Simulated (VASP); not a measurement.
Wanted: the native input for a VASP 6.6.1 run.

```
Task                   : single point
Functional             : PBEsol
Potentials or basis    : VASP PAW PBE potentials, release 64 (Zn, N, Sn_d)
Cutoff                 : 520 eV
k mesh                 : 4 × 4 × 4
Occupations            : fermi-dirac, width 0.02 eV
Spin                   : no spin polarisation
Dipole correction      : no
Further INCAR settings : ALGO = Normal; EDIFF = 1e-06; NBANDS = 26
```

The structure of ZnSnN2 lies in POSCAR:

```
ZnSnN2
1.0
    3.2065606148      0.0000000000      0.0000000000
    0.0000000000      3.2065606148      0.0000000000
    0.0000000000      0.0000000000      4.3142270821
Zn N Sn
1 2 1
Direct
    0.0000000000      0.0000000000      0.0000000000
    0.0000000000      0.0000000000      0.5000000000
    0.5000000000      0.5000000000      0.0000000000
    0.5000000000      0.5000000000      0.5000000000
```

The input as run:

INCAR

```
ALGO = Normal
EDIFF = 1E-6
ENCUT = 520
GGA = PS
ISIF = 2
ISMEAR = -1
LASPH = True
LCHARG = False
LREAL = False
LWAVE = False
NBANDS = 26
NELM = 100
PREC = Accurate
SIGMA = 0.02
```

KPOINTS

```
k-points
0
Gamma
  4 4 4
```

Potentials or basis: VASP PAW PBE potentials, release 64 (Zn, N, Sn_d).

Command:

```sh
$ cat potpaw_PBE.64/Zn/POTCAR potpaw_PBE.64/N/POTCAR potpaw_PBE.64/Sn_d/POTCAR > POTCAR
$ mpirun -np 1 vasp_std > vasp.out
```

Results of the run:

The pressure is -0.3 GPa and the band gap on the k mesh is zero (band 18 reaches 8.36 eV, above the bottom of band 19 at 5.99 eV).

Caveat: the k points lie up to 0.49 Å⁻¹ apart; the PAW data sets were made with another functional, which shifts forces and pressure a little; spin-orbit coupling is left out, which moves the levels of the heavy elements.

Wall time 9.5 s on 1 thread of Intel(R) Xeon(R) Platinum 8559C (Emerald Rapids) (shared host), peak memory 0.15 GiB.
